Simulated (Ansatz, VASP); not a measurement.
## PbS: VASP beside Ansatz

```
Pb S
1.0
     0.00000    2.99272    2.99272
     2.96500    0.02772    2.96500
     2.96500    2.96500    0.02772
Pb S
1 1
Direct
  0.00000 0.00000 0.00000
  0.50000 0.50000 0.50000
```

Change from the starting cell: strain +0.0187 x Voigt [0, 0, 0, 1, 0, 0], atoms carried along.

Alike in both runs: task single point; functional r2SCAN; k mesh 8 × 8 × 8; occupations gaussian, width 0.05 eV; no spin polarisation.

|  | VASP | Ansatz |
| --- | --- | --- |
| version | VASP 6.6.1 | Ansatz 0.2.0 |
| potentials or method | VASP PAW PBE potentials, release 64 (Pb_d, S), cutoff 520 eV | scalar-relativistic, plane waves, PAW |
| valence electrons in the cell | 20 | 20 |

Ansatz gave:

- gap on the k mesh at the Fermi level (eV): 0.51
- least direct gap on the mesh (eV): 0.59
- pressure (GPa): 1.4
- traceless stress, the component that is largest in VASP (GPa): -0.38

Question: Estimate VASP's values.

Answer: gap on the k mesh at the Fermi level (eV): 0.52; least direct gap on the mesh (eV): 0.60; pressure (GPa): 1.3; traceless stress, the component that is largest in VASP (GPa): -0.38.

VASP's potentials were made for PBE, not for r2SCAN.

Neither program's run includes spin-orbit coupling.
